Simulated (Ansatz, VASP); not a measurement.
# C in VASP and in Ansatz

```
CELL_PARAMETERS angstrom
0.00000 1.78932 1.78932
1.78932 0.00000 1.78932
1.78932 1.78932 0.00000
ATOMIC_POSITIONS crystal
C 0.50000 0.50000 0.50000
C 0.75000 0.75000 0.75000
```

Change from the starting cell: volume scaled by 1.01.

Alike in both runs: task single point; functional LDA; k mesh 16 × 16 × 16; occupations fermi-dirac, width 0.03 eV; no spin polarisation.

```csv
,VASP,Ansatz
version,VASP 6.6.1,Ansatz 0.2.0
potentials or method,"VASP PAW LDA potentials, release 64 (C), cutoff 520 eV","all-electron LAPW, scalar-relativistic"
```

VASP gave:

| Quantity | Value |
| --- | --- |
| gap on the k mesh at the Fermi level (eV) | 4.08 |
| pressure (GPa) | -15.8 |

Which values does Ansatz return?

gap on the k mesh at the Fermi level (eV): 4.08; pressure (GPa): -17.1.

LDA's correlation is that of Perdew and Zunger in VASP and of Perdew and Wang (1992) in Ansatz. Ansatz ran all-electron here, and VASP with PAW potentials.
